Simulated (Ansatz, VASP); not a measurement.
## Sb: VASP beside Ansatz

Contents of INCAR:

```
SYSTEM = Sb
PREC     = Accurate       ! precision mode
ENCUT    = 520            ! plane-wave cutoff, eV
EDIFF    = 1E-6           ! SCF threshold, eV
ISMEAR   = -1             ! smearing method
SIGMA    = 0.05           ! smearing width, eV
LREAL    = .FALSE.        ! projectors in reciprocal space
LASPH    = .TRUE.         ! aspherical terms in the spheres
NELM     = 100            ! most SCF steps
ALGO     = Normal         ! electronic algorithm
ISIF     = 2              ! what is computed and relaxed
LWAVE    = .FALSE.        ! write WAVECAR
LCHARG   = .FALSE.        ! write CHGCAR
GGA      = PS             ! functional
NBANDS   = 18             ! bands
```

KPOINTS

```
regular mesh
0
G
  7 7 7
  0 0 0
```

The input POSCAR:

```
Sb
1.0
   -4.0300106443      4.0300106443      2.0254867038
    4.0300106443     -4.0300106443      2.0254867038
    4.0300106443      4.0300106443     -2.0254867038
Sb
4
Direct
    0.6472410000      0.1486930000      0.8082950000
    0.1448940000      0.3458360000      0.4957410000
    0.3475800000      0.8502440000      0.1955210000
    0.8504480000      0.6478550000      0.4985030000
```

File input.yaml:

```yaml
crystal:
  lattice:
    - [-4.0300106443, 4.0300106443, 2.0254867038]
    - [4.0300106443, -4.0300106443, 2.0254867038]
    - [4.0300106443, 4.0300106443, -2.0254867038]
  atoms:
    - { symbol: Sb, position: [0.647241, 0.148693, 0.808295] }
    - { symbol: Sb, position: [0.144894, 0.345836, 0.495741] }
    - { symbol: Sb, position: [0.34758, 0.850244, 0.195521] }
    - { symbol: Sb, position: [0.850448, 0.647855, 0.498503] }
kpoints:
  mp_grid: { grid: [7, 7, 7] }
scf:
  occupations: { method: fermi_dirac, width: 0.05 }
hamiltonian:
  xc: pbesol
  pseudopotentials: { kind: all_electron, lapw: { basis_error: 0.001 } }
output:
  forces: true
  stress: true
  eigenvalues: true
  populations: true
```

Change from the starting cell: atoms moved at random, drawn with an rms of 0.05 Å.

Alike in both runs: task single point; functional PBEsol; k mesh 7 × 7 × 7; occupations fermi-dirac, width 0.05 eV; no spin polarisation.

|  | VASP | Ansatz |
| --- | --- | --- |
| version | VASP 6.6.1 | Ansatz 0.2.0 |
| potentials or method | VASP PAW PBE potentials, release 64 (Sb), cutoff 520 eV | all-electron LAPW, scalar-relativistic |

```tsv
	VASP	Ansatz	Ansatz less VASP
gap on the k mesh at the Fermi level (eV)	none	none	-
pressure (GPa)	-0.6	-0.7	-0.05
traceless stress, the component that is largest in VASP (GPa)	0.33	0.32	-0.007
rms of the force components (eV/Å)	0.083	0.079	-0.0038
```

VASP's potentials were made for PBE, not for PBEsol. Atom by atom the forces differ by 0.006 eV/Å (rms over components). A gap of «none» marks a metal or a gap that the smearing closes. Ansatz ran all-electron here, and VASP with PAW potentials.

Spin-orbit coupling is off throughout.
